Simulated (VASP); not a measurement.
Set up this calculation in VASP 6.6.1, as the native input.

```yaml
Task: relaxation of cell and atoms
Functional: PBEsol
Potentials_or_basis: VASP PAW PBE potentials, release 64 (Ag)
Cutoff: 600 eV
k_mesh: 23 × 23 × 23
Occupations: methfessel-paxton, width 0.1 eV
Spin: no spin polarisation
Dipole_correction: no
Further_INCAR_settings: ALGO = Normal; EDIFF = 1e-07; IBRION = 2; EDIFFG = -0.005; NSW = 60; ISIF = 3
```

The structure of Ag lies in POSCAR:

```
Ag
1.0
    0.0000000000      2.0450000000      2.0450000000
    2.0450000000      0.0000000000      2.0450000000
    2.0450000000      2.0450000000      0.0000000000
Ag
1
Direct
    0.0000000000      0.0000000000      0.0000000000
```

One way to write it, as run:

INCAR

```
PREC = Accurate ; ENCUT = 600
EDIFF = 1E-7 ; ISMEAR = 1
SIGMA = 0.1 ; LREAL = F
LASPH = T ; NELM = 80
ALGO = Normal ; ISIF = 3
LWAVE = F ; LCHARG = F
GGA = PS ; IBRION = 2
NSW = 60 ; EDIFFG = -0.005
```

KPOINTS

```
regular mesh
0
Gamma
  23 23 23
```

Potentials or basis: VASP PAW PBE potentials, release 64 (Ag).

The run is started by

```sh
$ cat potpaw_PBE.64/Ag/POTCAR > POTCAR
$ mpirun -np 1 vasp_std > vasp.out
```

It gave:

```yaml
Relaxed_volume: 16.62 Å³/atom
Relaxed_cell: a = 2.865 Å, b = 2.865 Å, c = 2.865 Å, α = 60.00°, β = 60.00°, γ = 60.00°
Space_group_after_relaxing_to_0.05_Å: Fm-3m (No. 225)
Energy_gained_by_relaxing: 4.9 meV/atom
Ionic_steps: 3
Pressure_after_relaxing: 0.0 GPa
```

Caveat: the PAW data sets were made with another functional, which shifts forces and pressure a little.

Run time: 55 s on 1 thread of AMD EPYC 9R45 96-Core Processor (Zen 5), on a shared host, peak memory 0.18 GiB.
